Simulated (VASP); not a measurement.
Here is a VASP 6.6.1 calculation.

The input POSCAR:

```
CdS
1.0
    2.7268809904      2.7268809904      0.0000000000
   -2.7268809904      2.7268809904      0.0000000000
    0.0000000000      2.7268809904      2.7268809904
Cd S
1 1
Direct
    0.0000000000      0.0000000000      0.0000000000
    0.5000000000      0.5000000000      0.0000000000
```

Contents of INCAR.step1:

```
PREC = Accurate
ENCUT = 600
ISMEAR = 0
SIGMA = 0.01
LREAL = False
LASPH = True
NELM = 60
GGA = PE
ALGO = Normal
EDIFF = 1E-4
LWAVE = True
LCHARG = False
```

The input INCAR.step2:

```
PREC = Accurate
ENCUT = 600
EDIFF = 1E-6
ISMEAR = 0
SIGMA = 0.01
LREAL = False
LASPH = True
NELM = 60
ALGO = Normal
ISIF = 3
LWAVE = False
LCHARG = False
METAGGA = R2SCAN
LMIXTAU = True
IBRION = 2
NSW = 100
EDIFFG = -0.002
PSTRESS = -20.0
ISTART = 1
```

Contents of KPOINTS:

```
regular mesh
0
Gamma
  8 8 8
```

Potentials or basis: VASP PAW PBE potentials, release 64 (Cd, S).

Launch:

```bash
$ cat potpaw_PBE.64/Cd/POTCAR potpaw_PBE.64/S/POTCAR > POTCAR
$ cp INCAR.step1 INCAR
$ mpirun -np 1 vasp_std > vasp.out
$ cp INCAR.step2 INCAR
$ mpirun -np 1 vasp_std > vasp.out
```

Task: Predict the space group after relaxing (to 0.1 Å).

Result: Fm-3m (No. 225).

Task: Predict the relaxed cell.

Result: a = 3.896 Å, b = 3.896 Å, c = 3.896 Å, α = 60.00°, β = 60.00°, γ = 90.00°.

Task: Estimate the relaxed volume.

Result: 20.91 Å³/atom.

Step by step:
```csv
step,energy change (eV),largest force (eV/Å),pressure (GPa),volume (Å³)
1,0.0000,0.0000,0.42,40.55
2,0.0152,0.0000,-2.95,42.38
3,0.0065,0.0000,-2.00,41.82
```

Caveat: the cell is relaxed towards a set pressure, so the run minimises the enthalpy, not the energy; the PAW data sets were made with another functional, which shifts forces and pressure a little.
